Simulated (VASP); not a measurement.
Write the native input for VASP 6.6.1 that does the following.

```yaml
Task: single point
Functional: PBE
Potentials_or_basis: VASP PAW PBE potentials, release 64 (Al)
Cutoff: 520 eV
k_mesh: 12 × 12 × 12
Occupations: gaussian, width 0.022 eV
Spin: no spin polarisation
Dipole_correction: no
Further_INCAR_settings: ALGO = Normal; EDIFF = 1e-06; NBANDS = 8
```

The structure of Al lies in POSCAR:

```
Al
1.0
   -1.5912186900      1.5912186900      1.5912186900
    1.5912186900     -1.5912186900      1.5912186900
    1.5912186900      1.5912186900     -1.5912186900
Al
1
Direct
    0.0000000000      0.0000000000      0.0000000000
```

These files were run (other wordings do the same):

INCAR

```
SYSTEM = Al
PREC = Accurate
ENCUT = 520
EDIFF = 1E-6
ISMEAR = 0
SIGMA = 0.022
LREAL = .False.
LASPH = .True.
NELM = 60
ALGO = Normal
ISIF = 2
LWAVE = .False.
LCHARG = .False.
GGA = PE
NBANDS = 8
```

KPOINTS

```
regular mesh
0
Gamma
  12 12 12
  0 0 0
```

Potentials or basis: VASP PAW PBE potentials, release 64 (Al).

The run is started by

```bash
$ cat potpaw_PBE.64/Al/POTCAR > POTCAR
$ mpirun -np 1 vasp_std > vasp.out
```

Results of the run:

```yaml
Pressure: 3.9 GPa
```

Wall time 4.7 s on 1 thread of Intel(R) Xeon(R) Platinum 8488C (Sapphire Rapids), on a shared host, peak memory 0.12 GiB.
